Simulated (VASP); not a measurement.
Here is a VASP 6.6.1 calculation.

INCAR

```
SYSTEM = Li8P3
ALGO = Normal ; EDIFF = 1E-7
ENCUT = 520 ; GGA = PE
ISIF = 2 ; ISMEAR = 0
LASPH = .TRUE. ; LCHARG = .TRUE.
LELF = .TRUE. ; LREAL = Auto
LVHAR = .TRUE. ; LWAVE = .FALSE.
NBANDS = 56 ; NELM = 100
PREC = Accurate ; SIGMA = 0.1
```

The input KPOINTS:

```
k-points
0
G
  4 4 8
  0 0 0
```

POSCAR

```
Li8P3
1.0
   10.0376571378      0.0000000000      0.0000000000
    0.0000000000     10.0376571378      0.0000000000
    0.0000000000      0.0000000000      4.7492959928
Li P
16 6
Direct
    0.5000000000      0.5000000000      0.5000000000
    0.7162640364      0.4220694948      0.0000000000
    0.2837359636      0.5779305052      0.0000000000
    0.4220694948      0.2837359636      0.0000000000
    0.5779305052      0.7162640364      0.0000000000
    0.0000000000      0.0000000000      0.5000000000
    1.0779305052      0.7837359636      0.0000000000
   -0.0779305052      0.2162640364      0.0000000000
    0.7837359636     -0.0779305052      0.0000000000
    0.2162640364      1.0779305052      0.0000000000
    0.8323396089      0.6676603911      0.5000000000
    0.0000000000      0.5000000000      0.0000000000
    0.1676603911      0.3323396089      0.5000000000
    0.6676603911      0.1676603911      0.5000000000
    0.5000000000      0.0000000000      0.0000000000
    0.3323396089      0.8323396089      0.5000000000
    0.5000000000      0.5000000000      0.0000000000
    0.0000000000      0.0000000000      0.0000000000
    0.8326185099      0.6673814901      0.0000000000
    0.1673814901      0.3326185099      0.0000000000
    0.6673814901      0.1673814901      0.0000000000
    0.3326185099      0.8326185099      0.0000000000
```

Potentials or basis: VASP PAW PBE potentials, release 64 (Li_sv, P).

Run with:

```bash
$ cat potpaw_PBE.64/Li_sv/POTCAR potpaw_PBE.64/P/POTCAR > POTCAR
$ mpirun -np 1 vasp_std > vasp.out
```

Task: Predict the largest force.

Result: 0.010 eV/Å.

Task: What does it give for the band gap on the k mesh?

Result: Zero (bands 39 and 40 overlap by 0.79 eV).

Forces on the atoms (eV/Å):
```
Li   0.000  0.000  0.000
Li   0.009 -0.002  0.000
Li  -0.009  0.002  0.000
Li  -0.002 -0.009  0.000
Li   0.002  0.009  0.000
Li   0.000  0.000  0.000
Li   0.002 -0.009  0.000
Li  -0.002  0.009  0.000
Li  -0.009 -0.002  0.000
Li   0.009  0.002  0.000
Li  -0.002  0.002  0.000
Li   0.000  0.000  0.000
Li   0.002 -0.002  0.000
Li   0.002  0.002  0.000
Li   0.000  0.000  0.000
Li  -0.002 -0.002  0.000
P    0.000  0.000  0.000
P    0.000  0.000  0.000
P   -0.007  0.007  0.000
P    0.007 -0.007  0.000
P    0.007  0.007  0.000
P   -0.007 -0.007  0.000
```
